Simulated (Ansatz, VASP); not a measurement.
## SrTiO3 in VASP and in Ansatz

```xyz
35
Lattice="3.9364 -3.9364 3.9364 -7.8729 0.0000 3.9364 0.0000 -3.9364 -7.8729" Properties=species:S:1:pos:R:3 pbc="T T T"
Sr    0.0000   -3.9364    0.0000
Sr    0.0000   -3.9364    3.9364
Sr   -3.9364   -3.9364   -3.9364
Sr   -3.9364   -3.9364    3.9364
Sr   -7.8729   -3.9364   -3.9364
Sr    0.0000   -3.9364   -3.9364
Sr   -3.9364   -3.9364    0.0000
Ti   -1.9682   -1.9682   -1.9682
Ti   -1.9682   -1.9682    1.9682
Ti   -1.9682   -5.9047   -1.9682
Ti   -5.9047   -1.9682    1.9682
Ti   -5.9047   -1.9682    5.9047
Ti    1.9682   -5.9047   -1.9682
Ti   -1.9682   -5.9047    1.9682
O    -1.9682   -3.9364   -1.9682
O    -1.9682   -3.9364    1.9682
O    -1.9682   -3.9364    5.9047
O     1.9682   -3.9364   -1.9682
O     1.9682   -3.9364    1.9682
O    -1.9682   -3.9364   -5.9047
O    -5.9047   -3.9364   -1.9682
O    -1.9682   -1.9682    0.0000
O    -1.9682   -1.9682    3.9364
O    -1.9682   -5.9047    0.0000
O    -5.9047   -1.9682    3.9364
O     1.9682   -5.9047   -3.9364
O     1.9682   -5.9047    0.0000
O    -5.9047   -1.9682    0.0000
O     0.0000   -1.9682   -1.9682
O     0.0000   -1.9682    1.9682
O     0.0000   -5.9047   -1.9682
O    -3.9364   -1.9682    1.9682
O    -3.9364   -5.9047   -1.9682
O    -3.9364   -5.9047    1.9682
O    -3.9364   -1.9682   -1.9682
```

Alike in both runs: task single point; functional PBE; k mesh 3 × 3 × 3; occupations gaussian, width 0.02 eV; no spin polarisation.

|  | VASP | Ansatz |
| --- | --- | --- |
| version | VASP 6.6.1 | Ansatz 0.2.0 |
| potentials or method | VASP PAW PBE potentials, release 64 (Sr_sv, Ti_sv, O), cutoff 520 eV | scalar-relativistic, plane waves, PAW |
| valence electrons in the cell | 280 | 280 |

Ansatz gave:

* gap on the k mesh at the Fermi level (eV): 1.90
* least direct gap on the mesh (eV): 2.04
* pressure (GPa): 0.0

Problem. Estimate VASP's values.

Solution. gap on the k mesh at the Fermi level (eV): 1.87; least direct gap on the mesh (eV): 2.01; pressure (GPa): 0.6.

With one functional, cell and mesh, what is left measures potentials, basis and numerics.
